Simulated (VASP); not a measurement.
Set up this calculation in VASP 6.6.1, as the native input.

* Task: single point
* Functional: PBE
* Potentials or basis: VASP PAW PBE potentials, release 64 (Li_sv)
* Cutoff: 520 eV
* k mesh: 13 × 13 × 13
* Occupations: fermi-dirac, width 0.08 eV
* Spin: no spin polarisation
* Dipole correction: no
* Further INCAR settings: ALGO = Normal; EDIFF = 1e-07; NBANDS = 8

The structure of Li lies in POSCAR:

```
Li
1.0
   -0.0660600000      2.1689700000      2.1689700000
    2.1689700000     -0.0660600000      2.1689700000
    2.1689700000      2.1689700000     -0.0660600000
Li
1
Direct
    0.0000000000      0.0000000000      0.0000000000
```

This cell differs from its parent crystal: equal xy, yz and zx shear strains of -3 %.

These files were run (other wordings do the same):

INCAR

```
  PREC = Accurate
  ENCUT = 520
  EDIFF = 1E-7
  ISMEAR = -1
  SIGMA = 0.08
  LREAL = False
  LASPH = True
  NELM = 100
  ALGO = Normal
  ISIF = 2
  LWAVE = False
  LCHARG = True
  GGA = PE
  LELF = True
  LVHAR = True
  NBANDS = 8
```

KPOINTS

```
Automatic mesh
0
Gamma
  13 13 13
```

Potentials or basis: VASP PAW PBE potentials, release 64 (Li_sv).

The run is started by

```sh
$ cat potpaw_PBE.64/Li_sv/POTCAR > POTCAR
$ mpirun -np 1 vasp_std > vasp.out
```

Run time: 27 s on 1 thread of Intel(R) Xeon(R) Platinum 8259CL CPU @ 2.50GHz (Skylake/Cascade Lake), with other jobs on the host, peak memory 0.15 GiB.
